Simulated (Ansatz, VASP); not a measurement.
## Two plane-wave programs on Fe

```
Fe
1.0
     0.00000    1.70307    1.70307
     1.70307    0.00000    1.70307
     1.70307    1.70307    0.00000
Fe
1
Direct
  0.00000 0.00000 0.00000
```

Alike in both runs: functional PBEsol; k mesh 20 × 20 × 20; occupations gaussian, width 0.1 eV; collinear spin.

Ansatz relaxed the structure, and its values are those at the end. VASP's run is a single point on that final structure, the one shown.

|  | VASP | Ansatz |
| --- | --- | --- |
| version | VASP 6.6.1 | Ansatz 0.2.0 |
| potentials or method | VASP PAW PBE potentials, release 64 (Fe), cutoff 520 eV | scalar-relativistic, plane waves, PAW |
| valence electrons in the cell | 8 | 16 |

Ansatz gave:

* gap on the k mesh at the Fermi level (eV): none
* pressure (GPa): 0.0
* net moment per atom (μB): 0.20
* size of the moment on the site where the two differ most (μB): 0.20

Question: What did VASP give for the same quantities?

Answer: gap on the k mesh at the Fermi level (eV): none; pressure (GPa): -0.3; net moment per atom (μB): 0.23; size of the moment on the site where the two differ most (μB): 0.23.

VASP's potentials were made for PBE, not for PBEsol. Site moments also hang on the region over which each program counts them. A gap of «none» marks a metal or a gap that the smearing closes. The functional is the same, so the differences come from potentials, cutoffs and numerics. VASP's potentials hold 8 valence electrons a cell and Ansatz's 16, so a difference there can come from the potentials and not from the codes. Ansatz's warnings: seeded moment not kept.
